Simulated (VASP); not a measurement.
Here is a VASP 6.6.1 calculation.

The input INCAR:

```
PREC = Accurate ; ENCUT = 520
EDIFF = 1E-6 ; ISMEAR = -1
SIGMA = 0.05 ; LREAL = False
LASPH = True ; NELM = 100
ALGO = Normal ; ISIF = 2
LWAVE = False ; LCHARG = True
GGA = CA ; LELF = True
LVHAR = True ; NBANDS = 27
```

Contents of KPOINTS:

```
Automatic mesh
0
Gamma
  7 7 3
```

The input POSCAR:

```
Ta3N
1.0
    2.9877232264      0.0000000000      0.0000000000
   -1.4938616132      2.5874442135      0.0000000000
    0.0000000000      0.0000000000      7.3696403020
Ta N
3 1
Direct
    0.6666666667      0.3333333333      0.8287410405
    0.3333333333      0.6666666667      0.1712589595
    0.0000000000      0.0000000000      0.5000000000
    0.0000000000      0.0000000000      0.0000000000
```

Potentials or basis: VASP PAW LDA potentials, release 64 (Ta_pv, N).

Run with:

```bash
$ cat potpaw_LDA.64/Ta_pv/POTCAR potpaw_LDA.64/N/POTCAR > POTCAR
$ mpirun -np 1 vasp_std > vasp.out
```

(1) Predict the largest force.

(2) Estimate the band gap on the k mesh.

(3) Predict the pressure.

## Answers

(1) 0.065 eV/Å.

(2) zero (band 19 reaches 7.53 eV, above the bottom of band 20 at 6.85 eV).

(3) 1.3 GPa.

Caveat: spin-orbit coupling is left out, which moves the levels of the heavy elements.
